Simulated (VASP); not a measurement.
# AlInAsP3 (P-6m2) in VASP: further runs, part 2 of 2

VASP 6.6.1. Earlier steps stand in the parts before.

## 3. Relaxation of cell and atoms, PBE

This run uses another cell than the first one, of 19.00 Å³/atom.

Input file INCAR:

```
SYSTEM = AlInAsP3
PREC = Accurate ; ENCUT = 500
EDIFF = 1E-7 ; ISMEAR = 0
SIGMA = 0.1 ; LREAL = .FALSE.
LASPH = .TRUE. ; NELM = 120
ALGO = Normal ; ISIF = 3
LWAVE = .FALSE. ; LCHARG = .FALSE.
GGA = PE ; IBRION = 2
NSW = 90 ; EDIFFG = -0.04
GGA_COMPAT = .FALSE. ; NELMIN = 4
```

Input file KPOINTS:

```
Automatic mesh
0
G
  6 6 4
  0 0 0
```

Input file POSCAR:

```
AlInAsP3
1.0
    4.9960254181      0.0000000000      0.0000000000
   -2.4980127090      4.3266849300      0.0000000000
    0.0000000000      0.0000000000      5.2748836686
Al In P As
1 1 3 1
Direct
    0.3333333333      0.6666666667      0.0000000000
    0.0000000000      0.0000000000      0.0000000000
    0.6380025951      0.8190012975      0.5000000000
    0.1809987025      0.8190012975      0.5000000000
    0.1809987025      0.3619974049      0.5000000000
    0.6666666667      0.3333333333      0.0000000000
```

Potentials or basis: VASP PAW PBE potentials, release 64 (Al, In_d, P, As).

Command:

```console
$ cat potpaw_PBE.64/Al/POTCAR potpaw_PBE.64/In_d/POTCAR potpaw_PBE.64/P/POTCAR potpaw_PBE.64/As/POTCAR > POTCAR
$ mpirun -np 1 vasp_std > vasp.out
```

OUTCAR:

```text
SYSTEM = AlInAsP3
   PREC = Accurate
   ENCUT = 500
   EDIFF = 1E-7
   ISMEAR = 0
   LREAL = .FALSE.
   LASPH = .TRUE.
   NELM = 120
   ISIF = 3
   GGA = PE
   IBRION = 2
   NSW = 90
   EDIFFG = -0.04
   NELMIN = 4

 ion  position               nearest neighbor table
   1  0.333  0.667  0.000-   2 2.88   6 2.88   6 2.88   2 2.88   2 2.88   6 2.88   4 2.95   4 2.95
                             5 2.95   5 2.95   3 2.95   3 2.95
   2  0.000  0.000  0.000-   1 2.88   6 2.88   1 2.88   6 2.88   6 2.88   1 2.88   5 3.07   5 3.07
                             3 3.07   3 3.07   4 3.07   4 3.07
   3  0.638  0.819  0.500-   4 2.28   5 2.28   4 2.71   5 2.71   1 2.95   1 2.95   2 3.07   2 3.07

   4  0.181  0.819  0.500-   5 2.28   3 2.28   5 2.71   3 2.71   1 2.95   1 2.95   2 3.07   2 3.07

   5  0.181  0.362  0.500-   4 2.28   3 2.28   4 2.71   3 2.71   1 2.95   1 2.95   2 3.07   2 3.07

   6  0.667  0.333  0.000-   2 2.88   1 2.88   1 2.88   2 2.88   2 2.88   1 2.88

[... 840 lines left out ...]

--------------------------------------- Ionic step        8  -------------------------------------------

 number of electron      36.0000007 magnetization

------------------------ aborting loop because EDIFF is reached ----------------------------------------
[... 75 lines left out ...]
--------------------------------------- Ionic step       10  -------------------------------------------

 number of electron      36.0000005 magnetization

 Free energy of the ion-electron system (eV)
  ---------------------------------------------------
  ext. energy  EPLUGINS =         0.00000000
  ---------------------------------------------------
  free energy    TOTEN  =       -25.05600353 eV

  energy without entropy =      -25.03864547  energy(sigma->0) =      -25.04732450

 E-fermi :   6.3389     XC(G=0): -10.0266

 val. band max:        6.3301416918   @ k =   0.3333   0.3333   0.2500
 cond. band min:       6.3499066960   @ k =   0.3333  -0.0000   0.2500
 fundamental gap:      0.0197650042
 Fermi energy:         6.3389160144

 k-point     1 :       0.0000    0.0000    0.0000
  band No.  band energies     occupation
      1      -8.3715      2.00000
      2      -8.2109      2.00000
      3      -8.2109      2.00000
      4      -8.2071      2.00000
      5      -8.1710      2.00000
      6      -8.1710      2.00000
[... 547 lines left out ...]
  FREE ENERGIE OF THE ION-ELECTRON SYSTEM (eV)
  ---------------------------------------------------
  free  energy   TOTEN  =       -25.0560035260 eV

  energy  without entropy=      -25.0386454726  energy(sigma->0) =      -25.04732450

 reached required accuracy - stopping structural energy minimisation
```

OSZICAR:

```text
N       E                     dE             d eps       ncg     rms          rms(c)
DAV:   1     0.249580297408E+03    0.24958E+03   -0.15073E+04   932   0.156E+03
DAV:   2     0.420103507328E+01   -0.24538E+03   -0.23889E+03   966   0.358E+02
DAV:   3    -0.238757668882E+02   -0.28077E+02   -0.27300E+02  1244   0.109E+02
DAV:   4    -0.250722309229E+02   -0.11965E+01   -0.11772E+01  1154   0.222E+01
[... 100 lines left out ...]
DAV:   1    -0.250560616878E+02   -0.67110E-04   -0.28766E-03   984   0.347E-01    0.438E-02
DAV:   2    -0.250560244436E+02    0.37244E-04   -0.15220E-04  1296   0.109E-01    0.246E-02
DAV:   3    -0.250560066342E+02    0.17809E-04   -0.19183E-05  1310   0.429E-02    0.100E-02
DAV:   4    -0.250560035391E+02    0.30951E-05   -0.83505E-06  1318   0.270E-02    0.454E-03
DAV:   5    -0.250560035260E+02    0.13089E-07   -0.94358E-07  1030   0.669E-03
  10 F= -.25056004E+02 E0= -.25047324E+02  d E =-.430100E-02
```

CONTCAR:

```text
AlInAsP3
   1.00000000000000
     5.2057672451101222    0.0000000000024947   -0.0000000000000000
    -2.6028836225008010    4.5083266804221642    0.0000000000000000
    -0.0000000000000000    0.0000000000000000    5.2151066324858020
  Al              In              P               As
     1     1     3     1
Direct
     0.3333333332999970    0.6666666667000030    0.0000000000000000
     0.0000000000000000    0.0000000000000000    0.0000000000000000
     0.6131433343120312    0.8065716671060182    0.5000000000000000
     0.1934283328939818    0.8065716671060159    0.5000000000000000
     0.1934283328939818    0.3868566656879714    0.5000000000000000
     0.6666666667000030    0.3333333332999970    0.0000000000000000

  0.00000000E+00  0.00000000E+00  0.00000000E+00
  0.00000000E+00  0.00000000E+00  0.00000000E+00
  0.00000000E+00  0.00000000E+00  0.00000000E+00
  0.00000000E+00  0.00000000E+00  0.00000000E+00
  0.00000000E+00  0.00000000E+00  0.00000000E+00
  0.00000000E+00  0.00000000E+00  0.00000000E+00
```

Run time: 3.6 min. Hardware: 1 thread of AMD EPYC 9R45 (Zen 5), shared host; peak memory 0.23 GiB.

What came out:

```
Free energy                           : -25.0560 eV
Relaxed volume                        : 20.40 Å³/atom
Relaxed cell                          : a = 5.206 Å, b = 5.206 Å, c = 5.215 Å, α = 90.00°, β = 90.00°, γ = 120.00°
Space group after relaxing (to 0.1 Å) : P-6m2 (No. 187)
Energy gained by relaxing             : 41.8 meV/atom
Ionic steps                           : 10
Pressure after relaxing               : -0.3 GPa
Largest force after relaxing          : 0.015 eV/Å
Band gap on the k mesh                : zero (bands 18 and 19 overlap by 1.98 eV)
```

Forces on the atoms (eV/Å):
```
Al   0.000  0.000  0.000
In   0.000  0.000  0.000
P   -0.013 -0.007  0.000
P    0.013 -0.007  0.000
P    0.000  0.015  0.000
As   0.000  0.000  0.000
```

The path:
```csv
step,energy change (eV),largest force (eV/Å),pressure (GPa),volume (Å³)
1,0.0000,1.3067,1.36,114.02
2,-0.1808,0.1799,2.10,116.71
3,-0.1897,0.2171,2.46,117.38
4,-0.2355,0.1847,-0.97,124.10
5,-0.2380,0.1060,-0.38,122.77
6,-0.2436,0.0220,-0.17,122.59
7,-0.2464,0.1918,0.12,122.36
8,-0.2496,0.0914,-0.09,122.38
9,-0.2507,0.0237,-0.32,122.40
10,-0.2507,0.0147,-0.31,122.39
```

Final structure:
```
CELL_PARAMETERS angstrom
5.20577 0.00000 0.00000
-2.60288 4.50833 0.00000
0.00000 0.00000 5.21511
ATOMIC_POSITIONS crystal
Al 0.33333 0.66667 0.00000
In 0.00000 0.00000 0.00000
P 0.61314 0.80657 0.50000
P 0.19343 0.80657 0.50000
P 0.19343 0.38686 0.50000
As 0.66667 0.33333 0.00000
```

Levels at points of the mesh, in eV from the Fermi level:
```csv
k point,band 15,band 16,band 17,band 18,band 19,band 20,band 21,band 22
"(0.00, 0.00, 0.00)",-1.27,-1.27,-0.36,-0.36,-0.05,0.04,0.26,0.26
"(0.50, 0.00, 0.00)",-2.91,-1.65,-1.62,-0.64,-0.18,1.29,1.29,2.11
"(0.00, 0.00, 0.50)",-2.45,-2.31,-2.31,-2.29,-1.07,0.34,1.83,3.80
"(0.50, 0.00, 0.50)",-1.47,-0.88,-0.52,0.66,1.07,1.40,1.86,2.42
```

Caveat: spin-orbit coupling is left out, which moves the levels of the heavy elements.

## 4. Single point, PBE

This run uses another cell than the first one, of 20.23 Å³/atom.

Input file INCAR:

```
PREC = Accurate
ENCUT = 500
EDIFF = 1E-6
ISMEAR = 0
SIGMA = 0.1
LREAL = F
LASPH = T
NELM = 120
ALGO = Normal
ISIF = 2
LWAVE = F
LCHARG = F
GGA = PE
NBANDS = 27
GGA_COMPAT = F
```

Input file KPOINTS:

```
regular mesh
0
Gamma
  12 12 8
```

Input file POSCAR:

```
AlInAsP3
1.0
    5.1941830359      0.0000000000      0.0000000000
   -2.5970915180      4.4982944610      0.0000000000
    0.0000000000      0.0000000000      5.1962320362
Al In P As
1 1 3 1
Direct
    0.3333333333      0.6666666667      0.0000000000
    0.0000000000      0.0000000000      0.0000000000
    0.6147742354      0.8073871177      0.5000000000
    0.1926128823      0.8073871177      0.5000000000
    0.1926128823      0.3852257646      0.5000000000
    0.6666666667      0.3333333333      0.0000000000
```

Potentials or basis: VASP PAW PBE potentials, release 64 (Al, In_d, P, As).

Command:

```console
$ cat potpaw_PBE.64/Al/POTCAR potpaw_PBE.64/In_d/POTCAR potpaw_PBE.64/P/POTCAR potpaw_PBE.64/As/POTCAR > POTCAR
$ mpirun -np 1 vasp_std > vasp.out
```

OUTCAR:

```text
PREC = Accurate
   ENCUT = 500
   EDIFF = 1E-6
   ISMEAR = 0
   LREAL = F
   LASPH = T
   NELM = 120
   ISIF = 2
   GGA = PE

 ion  position               nearest neighbor table
   1  0.333  0.667  0.000-   4 2.89   4 2.89   3 2.89   3 2.89   5 2.89   5 2.89   6 3.00   6 3.00
                             2 3.00   2 3.00   2 3.00   6 3.00
   2  0.000  0.000  0.000-   1 3.00   6 3.00   6 3.00   1 3.00   6 3.00   1 3.00   3 3.12   3 3.12
                             5 3.12   5 3.12   4 3.12   4 3.12
   3  0.615  0.807  0.500-   5 2.19   4 2.19   1 2.89   1 2.89   2 3.12   2 3.12
   4  0.193  0.807  0.500-   3 2.19   5 2.19   1 2.89   1 2.89   2 3.12   2 3.12
   5  0.193  0.385  0.500-   3 2.19   4 2.19   1 2.89   1 2.89   2 3.12   2 3.12
[... 930 lines left out ...]
  Total       -0.1668018     -0.1668018     -0.0181147      0.0000000      0.0000000      0.0000000
  in kB       -2.2011907     -2.2011907     -0.2390497      0.0000000      0.0000000      0.0000000
  external PRESSURE =      -1.5471437 kB  Pullay stress =       0.0000000 kB

 VOLUME and BASIS-vectors are now :
 -----------------------------------------------------------------------------
  energy-cutoff  :      500.00
  volume of cell :      121.41
      direct lattice vectors                 reciprocal lattice vectors
     5.194183036  0.000000000  0.000000000     0.192523058  0.111153239  0.000000000
    -2.597091518  4.498294461  0.000000000     0.000000000  0.222306478  0.000000000
     0.000000000  0.000000000  5.196232036     0.000000000  0.000000000  0.192447141

 POSITION                                       TOTAL-FORCE (eV/Angst)
 -----------------------------------------------------------------------------------
     -0.00000      2.99886      0.00000         0.000000     -0.000000     -0.000000
      0.00000      0.00000      0.00000         0.000000     -0.000000     -0.000000
      1.09639      3.63186      2.59812        -0.084384     -0.048719     -0.000000
     -1.09639      3.63186      2.59812         0.084384     -0.048719     -0.000000
     -0.00000      1.73286      2.59812        -0.000000      0.097438      0.000000
      2.59709      1.49943      0.00000         0.000000     -0.000000     -0.000000
 -----------------------------------------------------------------------------------
    total drift:                               -0.000000      0.000000      0.000000

  FREE ENERGIE OF THE ION-ELECTRON SYSTEM (eV)
  ---------------------------------------------------
  free  energy   TOTEN  =       -25.0499861373 eV

  energy  without entropy=      -25.0354269868  energy(sigma->0) =      -25.04270656
```

OSZICAR:

```text
N       E                     dE             d eps       ncg     rms          rms(c)
DAV:   1     0.231656581803E+03    0.23166E+03   -0.14611E+04  5130   0.125E+03
DAV:   2    -0.192295108450E-01   -0.23168E+03   -0.21973E+03  5482   0.296E+02
DAV:   3    -0.244121033144E+02   -0.24393E+02   -0.23487E+02  6803   0.959E+01
DAV:   4    -0.254584071048E+02   -0.10463E+01   -0.10379E+01  6305   0.193E+01
DAV:   5    -0.255017372923E+02   -0.43330E-01   -0.43308E-01  8010   0.420E+00    0.960E+00
DAV:   6    -0.250763803193E+02    0.42536E+00   -0.91144E-01  6976   0.845E+00    0.538E+00
DAV:   7    -0.250546486454E+02    0.21732E-01   -0.36272E-01  6424   0.387E+00    0.155E+00
DAV:   8    -0.250497833318E+02    0.48653E-02   -0.50471E-02  6129   0.160E+00    0.740E-01
DAV:   9    -0.250499726468E+02   -0.18931E-03   -0.45084E-03  6790   0.485E-01    0.226E-01
DAV:  10    -0.250499589485E+02    0.13698E-04   -0.36371E-04  7507   0.124E-01    0.990E-02
DAV:  11    -0.250499914813E+02   -0.32533E-04   -0.17727E-04  5951   0.120E-01    0.299E-02
DAV:  12    -0.250499855848E+02    0.58965E-05   -0.20544E-05  5894   0.286E-02    0.141E-02
DAV:  13    -0.250499861373E+02   -0.55243E-06   -0.32657E-06  5827   0.940E-03
   1 F= -.25049986E+02 E0= -.25042707E+02  d E =-.145592E-01
```

Run time: 2.9 min. Hardware: 1 thread of AMD EPYC 9R45 (Zen 5), shared host; peak memory 0.42 GiB.

Results:

```yaml
Free_energy: -25.0500 eV
Pressure: -0.2 GPa
Largest_force: 0.097 eV/Å
Band_gap_on_the_k_mesh: zero (bands 18 and 19 overlap by 2.01 eV)
```

Forces on the atoms (eV/Å):
```
Al   0.000  0.000  0.000
In   0.000  0.000  0.000
P   -0.084 -0.049  0.000
P    0.084 -0.049  0.000
P    0.000  0.097  0.000
As   0.000  0.000  0.000
```

Caveat: spin-orbit coupling is left out, which moves the levels of the heavy elements.

## 5. Relaxation of cell and atoms, PBE

This run uses another cell than the first one, of 20.25 Å³/atom.

Input file INCAR:

```
PREC = Accurate
ENCUT = 500
EDIFF = 1E-7
ISMEAR = 0
SIGMA = 0.1
LREAL = F
LASPH = T
NELM = 120
ALGO = Normal
ISIF = 3
LWAVE = F
LCHARG = F
GGA = PE
IBRION = 2
NSW = 100
EDIFFG = -0.01
GGA_COMPAT = F
NELMIN = 4
```

KPOINTS is that of step 4.

Input file POSCAR:

```
AlInAsP3
1.0
    5.1737365363      0.0000000000      0.0000000000
   -2.5868682682      4.4805872730      0.0000000000
    0.0000000000      0.0000000000      5.2410847749
Al In P As
1 1 3 1
Direct
    0.3333333333      0.6666666667      0.0000000000
    0.0000000000      0.0000000000      0.0000000000
    0.6155776570      0.8077888285      0.5000000000
    0.1922111715      0.8077888285      0.5000000000
    0.1922111715      0.3844223430      0.5000000000
    0.6666666667      0.3333333333      0.0000000000
```

Command:

```console
$ cat potpaw_PBE.64/Al/POTCAR potpaw_PBE.64/In_d/POTCAR potpaw_PBE.64/P/POTCAR potpaw_PBE.64/As/POTCAR > POTCAR
$ mpirun -np 1 vasp_std > vasp.out
```

Run time: 12 min. Hardware: 1 thread of AMD EPYC 9R45 (Zen 5), shared host; peak memory 0.42 GiB.

Results (log left out):

```
Free energy                           : -25.0505 eV
Relaxed volume                        : 20.23 Å³/atom
Relaxed cell                          : a = 5.194 Å, b = 5.194 Å, c = 5.194 Å, α = 90.00°, β = 90.00°, γ = 120.00°
Space group after relaxing (to 0.1 Å) : P-6m2 (No. 187)
Energy gained by relaxing             : 0.4 meV/atom
Ionic steps                           : 8
Pressure after relaxing               : 0.0 GPa
Largest force after relaxing          : 0.006 eV/Å
Band gap on the k mesh                : zero (bands 18 and 19 overlap by 2.01 eV)
```

Forces in eV/Å, atoms in the order of the input:
```
Al   0.000  0.000  0.000
In   0.000  0.000  0.000
P   -0.005 -0.003  0.000
P    0.005 -0.003  0.000
P    0.000  0.006  0.000
As   0.000  0.000  0.000
```

Step by step:
```
step  energy change (eV)  largest force (eV/Å)  pressure (GPa)  volume (Å³)
   1              0.0000                0.0698           -0.11       121.50
   2             -0.0011                0.0182            0.12       121.24
   3             -0.0013                0.0562            0.22       121.14
   4             -0.0020                0.0321            0.15       121.20
   5             -0.0025                0.0201            0.00       121.35
   6             -0.0025                0.0122            0.02       121.33
   7             -0.0025                0.0109            0.02       121.33
   8             -0.0025                0.0062            0.02       121.36
```

Final structure:
```cif
data_structure
_symmetry_space_group_name_H-M 'P 1'
_symmetry_Int_Tables_number 1
_cell_length_a 5.1940
_cell_length_b 5.1940
_cell_length_c 5.1945
_cell_angle_alpha 90.000
_cell_angle_beta 90.000
_cell_angle_gamma 120.000
_cell_volume 121.36
loop_
_atom_site_label
_atom_site_type_symbol
_atom_site_fract_x
_atom_site_fract_y
_atom_site_fract_z
_atom_site_occupancy
Al1 Al 0.33333 0.66667 0.00000 1
In1 In 0.00000 0.00000 0.00000 1
P1 P 0.61409 0.80704 0.50000 1
P2 P 0.19296 0.80704 0.50000 1
P3 P 0.19296 0.38591 0.50000 1
As1 As 0.66667 0.33333 0.00000 1
```

Levels at points of the mesh, in eV from the Fermi level:
| k point | band 15 | band 16 | band 17 | band 18 | band 19 | band 20 | band 21 | band 22 |
| --- | --- | --- | --- | --- | --- | --- | --- | --- |
| (0.00, 0.00, 0.00) | -1.25 | -1.25 | -0.35 | -0.35 | -0.05 | 0.12 | 0.30 | 0.30 |
| (0.50, 0.00, 0.00) | -2.89 | -1.61 | -1.60 | -0.63 | -0.21 | 1.27 | 1.29 | 2.15 |
| (0.00, 0.00, 0.50) | -2.45 | -2.32 | -2.32 | -2.25 | -1.10 | 0.42 | 1.86 | 3.88 |
| (0.50, 0.00, 0.50) | -1.44 | -0.83 | -0.54 | 0.68 | 1.12 | 1.37 | 1.90 | 2.43 |

Caveat: spin-orbit coupling is left out, which moves the levels of the heavy elements.

## 6. Summary

```tsv
task	cell	k mesh	gap on the mesh (eV)	pressure (GPa)	relaxed volume (Å³/atom)	largest force (eV/Å)
relaxation of cell and atoms	relaxed from a = 5.848, b = 5.848, c = 4.300 Å, angles 90.0, 90.0, 120.0°, 6 atoms, atomic positions A	3 × 3 × 4	none	-0.3	19.16	0.01
relaxation of cell and atoms	relaxed from a = 4.996, b = 4.996, c = 5.275 Å, angles 90.0, 90.0, 120.0°, 6 atoms, atomic positions B	6 × 6 × 4	none	-0.3	20.40	0.01
single point	a = 5.194, b = 5.194, c = 5.196 Å, angles 90.0, 90.0, 120.0°, 6 atoms, atomic positions C	12 × 12 × 8	none	-0.2	-	0.10
relaxation of cell and atoms	relaxed from a = 5.174, b = 5.174, c = 5.241 Å, angles 90.0, 90.0, 120.0°, 6 atoms, atomic positions C	12 × 12 × 8	none	0.0	20.23	0.01
```

Alike in all rows: level PBE; potentials or basis VASP PAW PBE potentials, release 64 (Al, In_d, P, As); no spin polarisation; cutoff (eV) 500; smearing gaussian 0.1 eV.

Caveats: some runs use coarse meshes; spin-orbit coupling is left out, which moves the levels of the heavy elements; a cell axis changed by over 15 % at a fixed basis, so the end point is rough (at least some runs).

Total energies depend on the potentials used, so only differences within one code and one set of settings carry meaning.
